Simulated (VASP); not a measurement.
# Hf2Br3 (R-3c) in VASP: further runs

Hf2Br3 is run at these levels: PBE; tasks: single point, relaxation of cell and atoms.

Program: VASP 6.6.1. These are calculated values, not measurements. Logs are shortened: lines on timing, memory, paths and dates and some standing lists are left out, and cuts for length are marked.

**1. The cell of the first run**

It takes space group R-3c (No. 167, trigonal). The conventional cell has a = 5.953 Å, b = 5.953 Å, c = 22.869 Å, α = 90.00°, β = 90.00°, γ = 120.00°. Hf (site symmetry 3) has 6 Br at 2.75 to 2.77 Å and 4 Hf at 3.44 to 3.71 Å within 3.8 Å. Br (site symmetry 2) has 4 Hf at 2.75 to 2.77 Å and 6 Br at 3.40 to 3.51 Å within 3.6 Å.

**2. Single point, PBE**

Contents of INCAR:

```
PREC     = Accurate       # precision mode
ENCUT    = 520            # plane-wave cutoff, eV
EDIFF    = 1E-6           # SCF threshold, eV
ISMEAR   = 0              # smearing method
SIGMA    = 0.1            # smearing width, eV
LREAL    = F              # projectors in reciprocal space
LASPH    = T              # aspherical terms in the spheres
NELM     = 80             # most SCF steps
ALGO     = Normal         # electronic algorithm
ISIF     = 2              # what is computed and relaxed
LWAVE    = F              # write WAVECAR
LCHARG   = F              # write CHGCAR
GGA      = PE             # functional
NBANDS   = 52             # bands
```

Contents of KPOINTS:

```
regular mesh
0
Gamma
  3 3 3
```

Contents of POSCAR:

```
Hf2Br3
1.0
    2.9765164124      1.7184925519      7.6228957268
   -2.9765164124      1.7184925519      7.6228957268
    0.0000000000     -3.4369851039      7.6228957268
Hf Br
4 6
Direct
    0.8311041833      0.8311041833      0.8311041833
    0.6688958167      0.6688958167      0.6688958167
    0.1688958167      0.1688958167      0.1688958167
    0.3311041833      0.3311041833      0.3311041833
    0.0908562136      0.4091437864      0.7500000000
    0.7500000000      0.0908562136      0.4091437864
    0.4091437864      0.7500000000      0.0908562136
    0.9091437864      0.5908562136      0.2500000000
    0.2500000000      0.9091437864      0.5908562136
    0.5908562136      0.2500000000      0.9091437864
```

Potentials or basis: VASP PAW PBE potentials, release 64 (Hf_pv, Br).

Run with:

```
$ cat potpaw_PBE.64/Hf_pv/POTCAR potpaw_PBE.64/Br/POTCAR > POTCAR
$ mpirun -np 1 vasp_std > vasp.out
```

OUTCAR:

```text
PREC = Accurate
   ENCUT = 520
   EDIFF = 1E-6
   ISMEAR = 0
   LREAL = F
   LASPH = T
   NELM = 80
   ISIF = 2
   GGA = PE

 ion  position               nearest neighbor table
   1  0.831  0.831  0.831-   7 2.75   6 2.75   5 2.75   9 2.77   8 2.77  10 2.77   3 3.44   3 3.44
                             3 3.44   2 3.71
   2  0.669  0.669  0.669-   6 2.75   7 2.75   5 2.75  10 2.77   8 2.77   9 2.77   4 3.44   4 3.44
                             4 3.44   1 3.71
   3  0.169  0.169  0.169-  10 2.75   9 2.75   8 2.75   6 2.77   5 2.77   7 2.77   1 3.44   1 3.44
                             1 3.44   4 3.71
   4  0.331  0.331  0.331-   9 2.75  10 2.75   8 2.75   7 2.77   5 2.77   6 2.77   2 3.44   2 3.44
                             2 3.44   3 3.71
   5  0.091  0.409  0.750-   1 2.75   2 2.75   3 2.77   4 2.77
   6  0.750  0.091  0.409-   2 2.75   1 2.75   3 2.77   4 2.77
   7  0.409  0.750  0.091-   1 2.75   2 2.75   4 2.77   3 2.77
   8  0.909  0.591  0.250-   3 2.75   4 2.75   1 2.77   2 2.77
   9  0.250  0.909  0.591-   4 2.75   3 2.75   1 2.77   2 2.77
  10  0.591  0.250  0.909-   3 2.75   4 2.75   2 2.77   1 2.77

  LATTYP: Found a trigonal (rhomboedric) cell.
 ALAT       =     8.3619020483
 COS(alpha) =     0.7465826139

  Lattice vectors:

 A1 = (   2.9765164124,   1.7184925519,   7.6228957268)
 A2 = (  -2.9765164124,   1.7184925519,   7.6228957268)
 A3 = (   0.0000000000,  -3.4369851039,   7.6228957268)

Analysis of symmetry for initial positions (statically):
=====================================================================
 Subroutine PRICEL returns:
 Original cell was already a primitive cell.

 Routine SETGRP: Setting up the symmetry group for a
 trigonal (rhombohedral) supercell.

 Subroutine GETGRP returns: Found 12 space group operations
 (whereof  6 operations were pure point group operations)
 out of a pool of 12 trial point group operations.

The static configuration has the point symmetry S_6 .
 The point group associated with its full space group is D_3d.

Analysis of symmetry for dynamics (positions and initial velocities):
=====================================================================
 Subroutine PRICEL returns:
 Original cell was already a primitive cell.

 Routine SETGRP: Setting up the symmetry group for a
 trigonal (rhombohedral) supercell.

 Subroutine GETGRP returns: Found 12 space group operations
 (whereof  6 operations were pure point group operations)
 out of a pool of 12 trial point group operations.

The dynamic configuration has the point symmetry S_6 .
 The point group associated with its full space group is D_3d.

[... 106 lines left out ...]
   NELECT =      82.0000    total number of electrons
   NUPDOWN=      -1.0000    fix difference up-down
   EMIN   =  10.00;   EMAX   =-10.00  energy-range for DOS
   EFERMI =   0.00;   METHOD = LEGACY
   ISMEAR =     0;   SIGMA  =   0.10  broadening in eV -4-tet -1-fermi 0-gaus
   EFERMI_NEDOS =   21; number of points for ismear=-14 and -15
   IALGO  =     38    algorithm
   IMIX   =      4    mixing-type and parameters
     AMIX     =   0.40;   BMIX     =  1.00
     AMIX_MAG =   1.60;   BMIX_MAG =  1.00
  volume/ion in A,a.u.               =      23.40       157.88
  Fermi-wavevector in a.u.,A,eV,Ry     =   1.154260  2.181236 18.127268  1.332317
  Thomas-Fermi vector in A             =   2.290898
   LORBIT       =      0    0 simple, 1 ext, 2 COOP (PROOUT), +10 PAW based schemes
   GGA     = PE    functional components
   LHFCALC =     F    Hartree Fock is set to
   AEXX    =    0.0000 exact exchange contribution
   IVDW    =     0    specifies the selected vdW correction
   LEPSILON=     F    determine dielectric tensor
   LRPA    =     F    only Hartree local field effects (RPA)
 non-spin polarized calculation
 Gauss-broadening in eV      SIGMA  =   0.10
  energy-cutoff  :      520.00
  volume of cell :      233.95
 maximum number of plane-waves:      6319
 NGX is ok and might be reduce to    64
   NGX = 31   NGY = 31   NGZ = 31

 number of electron      81.9999996 magnetization

 Free energy of the ion-electron system (eV)
  ---------------------------------------------------
  ext. energy  EPLUGINS =         0.00000000
  ---------------------------------------------------
  free energy    TOTEN  =       -54.11254928 eV

  energy without entropy =      -54.09129142  energy(sigma->0) =      -54.10192035

 E-fermi :   5.6123     XC(G=0): -10.1173

 val. band max:        5.5913418681   @ k =   0.3333   0.3333   0.3333
 cond. band min:       5.7300471216   @ k =   0.3333   0.3333   0.3333
 fundamental gap:      0.1387052535
 Fermi energy:         5.6122652759

 k-point     1 :       0.0000    0.0000    0.0000
  band No.  band energies     occupation
      1     -26.2459      2.00000
      2     -26.1856      2.00000
      3     -26.1688      2.00000
      4     -26.1328      2.00000
      5     -25.9737      2.00000
      6     -25.9737      2.00000
[... 319 lines left out ...]
     51       8.1387      0.00000
     52       8.3164      0.00000

------------------------ aborting loop because EDIFF is reached ----------------------------------------

  FORCE on cell =-STRESS in cart. coord.  units (eV):
  Direction    XX          YY          ZZ          XY          YZ          ZX
  --------------------------------------------------------------------------------------
  -------------------------------------------------------------------------------------
  Total       -0.4729185     -0.4729185     -0.6069553      0.0000000      0.0000000      0.0000000
  in kB       -3.2386926     -3.2386926     -4.1566181      0.0000000      0.0000000      0.0000000
  external PRESSURE =      -3.5446677 kB  Pullay stress =       0.0000000 kB

 VOLUME and BASIS-vectors are now :
 -----------------------------------------------------------------------------
  energy-cutoff  :      520.00
  volume of cell :      233.95
      direct lattice vectors                 reciprocal lattice vectors
     2.976516412  1.718492552  7.622895727     0.167981604  0.096984224  0.043727915
    -2.976516412  1.718492552  7.622895727    -0.167981604  0.096984224  0.043727915
     0.000000000 -3.436985104  7.622895727     0.000000000 -0.193968448  0.043727915

 POSITION                                       TOTAL-FORCE (eV/Angst)
 -----------------------------------------------------------------------------------
      0.00000     -0.00000     19.00626        -0.000000      0.000000     -0.006323
      0.00000     -0.00000     15.29677        -0.000000     -0.000000      0.006323
      0.00000     -0.00000      3.86243        -0.000000     -0.000000      0.006323
      0.00000     -0.00000      7.57192        -0.000000      0.000000     -0.006323
     -0.94739     -1.71849      9.52862        -0.021652     -0.000000     -0.000000
      1.96195      0.03878      9.52862         0.010826     -0.018751     -0.000000
     -1.01456      1.67971      9.52862         0.010826      0.018751     -0.000000
      0.94739      1.71849     13.34007         0.021652      0.000000      0.000000
     -1.96195     -0.03878     13.34007        -0.010826      0.018751     -0.000000
      1.01456     -1.67971     13.34007        -0.010826     -0.018751     -0.000000
 -----------------------------------------------------------------------------------
    total drift:                               -0.000000     -0.000000      0.000000

  FREE ENERGIE OF THE ION-ELECTRON SYSTEM (eV)
  ---------------------------------------------------
  free  energy   TOTEN  =       -54.1125492841 eV

  energy  without entropy=      -54.0912914231  energy(sigma->0) =      -54.10192035
```

stdout:

```text
POSCAR found type information on POSCAR HfBr
 POSCAR found :  2 types and      10 ions
 scaLAPACK will be used
 LDA part: xc-table for (Slater+PW92), standard interpolation
 POSCAR, INCAR and KPOINTS ok, starting setup
 FFT: planning ... GRIDC
 FFT: planning ... GRID_SOFT
 FFT: planning ... GRID
 WAVECAR not read
 entering main loop
```

Run time: 2.1 min. Hardware: 1 thread of Intel Xeon Platinum 8488C (Sapphire Rapids), shared host; peak memory 0.55 GiB.

What came out:

- Free energy: -54.1125 eV
- Pressure: -0.4 GPa
- Largest force: 0.022 eV/Å
- Band gap on the k mesh: zero (bands 41 and 42 overlap by 0.29 eV)

Forces in eV/Å, atoms in the order of the input:
```
Hf   0.000  0.000 -0.006
Hf   0.000  0.000  0.006
Hf   0.000  0.000  0.006
Hf   0.000  0.000 -0.006
Br  -0.022  0.000  0.000
Br   0.011 -0.019  0.000
Br   0.011  0.019  0.000
Br   0.022  0.000  0.000
Br  -0.011  0.019  0.000
Br  -0.011 -0.019  0.000
```

Levels at points of the mesh, in eV from the Fermi level:
```tsv
k point	band 39	band 40	band 41	band 42	band 43	band 44
(0.00, 0.00, 0.00)	-0.25	-0.02	-0.02	0.69	0.69	0.77
```

Caveat: the k points lie up to 0.42 Å⁻¹ apart; spin-orbit coupling is left out, which moves the levels of the heavy elements.

**3. Relaxation of cell and atoms, PBE**

This run uses another cell than the first one, of 26.08 Å³/atom.

Contents of INCAR:

```
  PREC = Accurate
  ENCUT = 600
  EDIFF = 1E-6
  ISMEAR = 0
  SIGMA = 0.1
  LREAL = F
  LASPH = T
  NELM = 100
  ALGO = Normal
  ISIF = 3
  LWAVE = F
  LCHARG = F
  GGA = PE
  IBRION = 2
  NSW = 90
  EDIFFG = -0.04
```

KPOINTS is that of step 2.

Contents of POSCAR:

```
Hf2Br3
1.0
    3.4583571189      1.9966834135      6.2947292999
   -3.4583571189      1.9966834135      6.2947292999
    0.0000000000     -3.9933668271      6.2947292999
Hf Br
4 6
Direct
    0.8521800000      0.8521800000      0.8521800000
    0.6478200000      0.6478200000      0.6478200000
    0.1478200000      0.1478200000      0.1478200000
    0.3521800000      0.3521800000      0.3521800000
    0.0562500000      0.4437500000      0.7500000000
    0.7500000000      0.0562500000      0.4437500000
    0.4437500000      0.7500000000      0.0562500000
    0.9437500000      0.5562500000      0.2500000000
    0.2500000000      0.9437500000      0.5562500000
    0.5562500000      0.2500000000      0.9437500000
```

Potentials or basis: VASP PAW PBE potentials, release 64 (Hf_pv, Br).

Run with:

```
$ cat potpaw_PBE.64/Hf_pv/POTCAR potpaw_PBE.64/Br/POTCAR > POTCAR
$ mpirun -np 1 vasp_std > vasp.out
```

It took 33 min on 1 thread of Intel Xeon Platinum 8488C (Sapphire Rapids), shared host; peak memory 0.57 GiB.

The run converged. Its results:

| Property | Result |
| --- | --- |
| Free energy | -54.1137 eV |
| Relaxed volume | 23.28 Å³/atom |
| Relaxed cell | a = 8.338 Å, b = 8.338 Å, c = 8.338 Å, α = 41.79°, β = 41.79°, γ = 41.79° |
| Space group after relaxing (to 0.1 Å) | R-3c (No. 167) |
| Energy gained by relaxing | 411.6 meV/atom |
| Ionic steps | 28 |
| Pressure after relaxing | 0.0 GPa |
| Largest force after relaxing | 0.015 eV/Å |
| Band gap on the k mesh | zero (bands 41 and 42 overlap by 0.29 eV) |

Forces in eV/Å, atoms in the order of the input:
```
Hf   0.000  0.000  0.008
Hf   0.000  0.000 -0.008
Hf   0.000  0.000 -0.008
Hf   0.000  0.000  0.008
Br   0.015  0.000  0.000
Br  -0.008  0.013  0.000
Br  -0.008 -0.013  0.000
Br  -0.015  0.000  0.000
Br   0.008 -0.013  0.000
Br   0.008  0.013  0.000
```

Step by step:
```tsv
step	energy change (eV)	largest force (eV/Å)	pressure (GPa)	volume (Å³)
1	0.0000	1.3824	-2.48	260.80
2	-0.4775	1.3452	0.73	245.84
3	-0.5860	1.1442	4.20	235.33
4	-0.8395	0.9760	4.38	234.77
5	-1.4412	1.5431	5.30	233.08
6	-1.0541	2.9792	10.82	229.65
7	-1.5834	1.9457	6.41	232.04
8	-2.0035	1.7230	4.24	236.99
9	-2.6877	1.0638	-0.67	252.18
10	-2.7402	0.8238	-1.90	257.57
11	-2.8725	0.7326	-1.83	254.90
12	-3.1997	0.4462	-1.35	246.99
13	-3.4272	0.2412	1.03	231.52
14	-3.4372	0.0938	0.39	234.54
15	-3.5040	0.1758	-0.17	234.85
16	-3.6277	0.4465	-1.28	235.32
17	-3.6431	0.5794	-1.55	235.31
18	-3.6913	0.5982	-1.06	233.06
19	-3.7403	0.6746	1.05	226.11
20	-3.7462	0.6542	0.34	228.14
21	-3.8079	0.5748	0.47	227.98
22	-3.9501	0.4438	1.03	227.50
23	-3.9497	0.8581	2.77	226.45
24	-4.0053	0.6245	1.75	227.02
25	-4.0718	0.4537	0.47	231.05
26	-4.0944	0.2895	-0.71	235.23
27	-4.1099	0.1572	-0.37	234.07
28	-4.1158	0.0152	0.02	232.82
```

Final structure:
```
Hf Br
1.0
     2.97411    1.71710    7.59836
    -2.97411    1.71710    7.59836
     0.00000   -3.43421    7.59836
Hf Br
4 6
Direct
  0.83109 0.83109 0.83109
  0.66891 0.66891 0.66891
  0.16891 0.16891 0.16891
  0.33109 0.33109 0.33109
  0.09053 0.40947 0.75000
  0.75000 0.09053 0.40947
  0.40947 0.75000 0.09053
  0.90947 0.59053 0.25000
  0.25000 0.90947 0.59053
  0.59053 0.25000 0.90947
```

Levels at points of the mesh, in eV from the Fermi level:
| k point | band 39 | band 40 | band 41 | band 42 | band 43 | band 44 |
| --- | --- | --- | --- | --- | --- | --- |
| (0.00, 0.00, 0.00) | -0.25 | -0.03 | -0.03 | 0.69 | 0.69 | 0.79 |

Caveat: the k points lie up to 0.42 Å⁻¹ apart in the final cell; spin-orbit coupling is left out, which moves the levels of the heavy elements.

The gap in the log of VASP goes by the Fermi energy; the results here count the filled bands.